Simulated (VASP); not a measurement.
Runs of VASP 6.6.1 on FeAu. The structure is that of space group R-3m (No. 166), or close to it. The cells are those of the table. 

| task | level | spin | cell | cutoff (eV) | gap on the mesh (eV) | pressure (GPa) | moment (μB) |
| --- | --- | --- | --- | --- | --- | --- | --- |
| single point | PBE | collinear, ferromagnetic start | a = 4.789 Å, angles 34.5°, 2 atoms | 520 | none | -3.9 | (b) |
| single point | PBE | off | a = 4.757 Å, angles 34.5°, 2 atoms | 520 | none | -11.4 | - |
| single point | PBE | collinear, ferromagnetic start | a = 4.757 Å, angles 34.5°, 2 atoms | 520 | none | (a) | 2.90 |
| relaxation of cell and atoms | r2SCAN | collinear, ferromagnetic start | relaxed from a = 4.757 Å, angles 34.5°, 2 atoms | 660 | none | 0.0 | 3.05 |
| single point | PBE | collinear, ferromagnetic start | a = 4.820 Å, angles 34.5°, 2 atoms | 520 | none | -6.2 | (c) |

Alike in all rows: potentials or basis VASP PAW PBE potentials, release 64 (Au, Fe); k mesh 11 × 11 × 11; smearing fermi-dirac 0.05 eV.

**Question.** Fill in the values left out.

**Answer.** (a) -1.3; (b) 2.92; (c) 2.94.

Caveats: spin-orbit coupling is left out, which moves the levels of the heavy elements; the cell stands under tension (at least some runs); the PAW data sets were made with another functional, which shifts forces and pressure a little (at least some runs).

A k mesh can miss the band edges, and the runs leave out spin-orbit coupling on Au.

A gap of «none» marks levels without a gap at the run's occupations.
